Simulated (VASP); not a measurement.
Wanted: the native input for a VASP 6.6.1 run.

| Property | Result |
| --- | --- |
| Task | single point |
| Functional | PBEsol |
| Potentials or basis | VASP PAW PBE potentials, release 64 (Si, B) |
| Cutoff | 520 eV |
| k mesh | 2 × 2 × 2 |
| Occupations | gaussian, width 0.02 eV |
| Spin | collinear spin, ferromagnetic start |
| Starting moments | [0.0, 0.0, 0.0, 0.0, 0.0, 0.0, 0.0, 0.0, 0.0, 0.0, 0.0, 0.0, 0.0, 0.0, 0.0, 0.0, 1.0] μB |
| Dipole correction | no |
| Further INCAR settings | LREAL = Auto; ALGO = Normal; EDIFF = 1e-06; NBANDS = 52 |

The structure of Si16B (a cell with a defect) lies in POSCAR:

```
Si16B
1.0
    0.0000000000      5.4300000000      5.4300000000
    5.4300000000      0.0000000000      5.4300000000
    5.4300000000      5.4300000000      0.0000000000
Si B
16 1
Direct
    0.0020993337     -0.0036107064     -0.0027051584
    0.1272344702      0.1220502834      0.1229217851
    0.0020483043      0.0029390997      0.4954369979
    0.1261799809      0.1255631645      0.6210816624
    0.0028070895      0.4944244303      0.0033391452
    0.1265120988      0.6201547494      0.1261597734
    0.0025245916      0.4971889567      0.4977575564
    0.1116160067      0.6293216567      0.6298958783
    0.5003955230     -0.0005869369     -0.0010002183
    0.6257578817      0.1228974921      0.1232314522
    0.4982746827      0.0033948202      0.4953900156
    0.6265480523      0.1233944916      0.6225226470
    0.4984921299      0.4949633199      0.0034093944
    0.6278188279      0.6232751308      0.1207465362
    0.4951220314      0.5079552297      0.5050350562
    0.6299340362      0.6307128465      0.6307924706
    0.7405234589      0.7668159318      0.7620363457
```

The input as run:

INCAR

```
SYSTEM = Si16B
PREC = Accurate ; ENCUT = 520
EDIFF = 1E-6 ; ISMEAR = 0
SIGMA = 0.02 ; LREAL = Auto
LASPH = .TRUE. ; NELM = 150
ALGO = Normal ; ISIF = 2
LWAVE = .FALSE. ; LCHARG = .FALSE.
ISPIN = 2 ; MAGMOM = 0 0 0 0 0 0 0 0 0 0 0 0 0 0 0 0 1
LORBIT = 11 ; GGA = PS
NBANDS = 52
```

KPOINTS

```
Automatic mesh
0
G
  2 2 2
  0 0 0
```

Potentials or basis: VASP PAW PBE potentials, release 64 (Si, B).

Launch:

```console
$ cat potpaw_PBE.64/Si/POTCAR potpaw_PBE.64/B/POTCAR > POTCAR
$ mpirun -np 1 vasp_std > vasp.out
```

It gave:

```
Pressure                                              : 1.3 GPa
Largest force                                         : 0.023 eV/Å
Net moment                                            : 0.00 μB per cell
Valence electrons inside the program's atomic spheres : Si 1.69, 1.70, 1.68, 1.67; B 1.58
```

Caveat: the k points lie up to 0.50 Å⁻¹ apart; the PAW data sets were made with another functional, which shifts forces and pressure a little.

Wall time 4.7 min on 1 thread of Intel(R) Xeon(R) Platinum 8488C (Sapphire Rapids), with other jobs on the host, peak memory 0.7 GiB.
